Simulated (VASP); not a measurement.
Input of a VASP 6.6.1 run:

Contents of INCAR:

```
SYSTEM = AlNi3
PREC = Accurate ; ENCUT = 520
EDIFF = 1E-6 ; ISMEAR = 0
SIGMA = 0.1 ; LREAL = .FALSE.
LASPH = .TRUE. ; NELM = 100
ALGO = Fast ; ISIF = 2
LWAVE = .FALSE. ; LCHARG = .FALSE.
GGA = PE ; NBANDS = 24
```

Contents of KPOINTS:

```
Automatic mesh
0
G
  4 4 4
  0 0 0
```

Contents of POSCAR:

```
AlNi3
1.0
    0.0091803197      2.8086990902      2.8014686452
    2.8035150590      0.0061289969      2.8045199680
    2.8105818206      2.8188171747     -0.0009377647
Al Ni
1 3
Direct
    0.5179937806      0.4754529908      0.4812022906
    0.2347094222      0.2129657574      0.2359009799
    0.0527018359     -0.0376585175      0.0301498793
    0.7728995969      0.7206613382      0.8016672262
```

Potentials or basis: VASP PAW PBE potentials, release 64 (Al, Ni).

The run is started by

```sh
$ cat potpaw_PBE.64/Al/POTCAR potpaw_PBE.64/Ni/POTCAR > POTCAR
$ mpirun -np 1 vasp_std > vasp.out
```

Q: Predict the largest force.

A: 3.866 eV/Å.

Q: Estimate the pressure.

A: 15.7 GPa.

Q: What does it give for the band gap on the k mesh?

A: Zero (an odd number of electrons rules out a gap without spin polarisation).

Stress tensor (GPa, compression positive):
```
16.22  3.97  3.04
 3.97 15.57  4.67
 3.04  4.67 15.20
```

Caveat: the k points lie up to 0.49 Å⁻¹ apart, too coarse for converged energies and pressures of a metal; forces of over 1 eV/Å act on the atoms, so gaps and moduli don't describe the material at rest. Spin polarisation is off, so any magnetic state and its effect on volume and gap are missing.
